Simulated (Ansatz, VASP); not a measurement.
# Two plane-wave programs on ZrTi2B3

```
Zr Ti B
1.0
     4.71463    0.00000    0.00000
    -2.35732    4.08299    0.00000
     0.00000    0.00000    3.31141
Zr Ti B
1 2 3
Direct
  0.00000 0.00000 0.88881
  0.66667 0.33333 0.96314
  0.33333 0.66667 0.96314
  0.50000 0.50000 0.45952
  0.50000 0.00000 0.45952
  0.00000 0.50000 0.45952
```

Change from the starting cell: species swapped into the ErCo3Ge2 type (P6mm, No. 183).

Alike in both runs: task relaxation of cell and atoms; functional PBE; k mesh 4 × 4 × 5; occupations gaussian, width 0.2 eV; no spin polarisation.

```csv
,VASP,Ansatz
version,VASP 6.6.1,Ansatz 0.2.0
potentials or method,"VASP PAW PBE potentials, release 64 (Zr_sv, Ti_sv, B), cutoff 600 eV","scalar-relativistic, plane waves, PAW"
valence electrons in the cell,45,45
```

|  | VASP | Ansatz | Ansatz less VASP |
| --- | --- | --- | --- |
| gap on the k mesh at the Fermi level, each at its own relaxed structure (eV) | none | none | - |
| relaxed volume (Å³/atom) | 12.52 | 12.48 | -0.035 |
| relaxed cell length with the largest relative difference (Å) | 4.957 | 4.950 | -0.0070 |

A gap of «none» marks a metal or a gap that the smearing closes.

The k mesh is coarse, so the values compare programs but aren't converged. Noted on VASP's run: the volume moved by over 15 % at a fixed basis, so the end points are rough.
